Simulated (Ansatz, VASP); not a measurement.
## Cu3O2 in VASP and in Ansatz

```xyz
5
Lattice="4.6534 0.0000 0.0000 -2.3267 4.0300 0.0000 0.0000 0.0000 3.3914" Properties=species:S:1:pos:R:3 pbc="T T T"
Cu    2.3825    0.0000    1.6957
Cu   -1.1913    2.0633    1.6957
Cu    1.1354    1.9667    1.6957
O     0.0000    2.6867    0.0000
O     2.3267    1.3433    0.0000
```

Alike in both runs: task single point; functional PBE; k mesh 6 × 6 × 6; occupations gaussian, width 0.1 eV; collinear spin.

|  | VASP | Ansatz |
| --- | --- | --- |
| version | VASP 6.6.1 | Ansatz 0.2.0 |
| potentials or method | VASP PAW PBE potentials, release 64 (Cu, O), cutoff 520 eV | scalar-relativistic, plane waves, PAW |
| valence electrons in the cell | 45 | 69 |

|  | VASP | Ansatz | Ansatz less VASP |
| --- | --- | --- | --- |
| gap on the k mesh at the Fermi level (eV) | none | none | - |
| pressure (GPa) | 3.7 | 3.7 | -0.06 |
| traceless stress, the component that is largest in VASP (GPa) | -28.05 | -27.96 | +0.094 |
| rms of the force components (eV/Å) | 0.031 | 0.030 | -0.0010 |
| net moment per atom (μB) | 0.01 | 0.00 | -0.009 |

Atom by atom the forces differ by 0.001 eV/Å (rms over components). A gap of «none» marks a metal or a gap that the smearing closes. With one functional, cell and mesh, what is left measures potentials, basis and numerics. VASP's potentials hold 45 valence electrons a cell and Ansatz's 69, so a difference there can come from the potentials and not from the codes. Ansatz's warnings: seeded moment not kept.
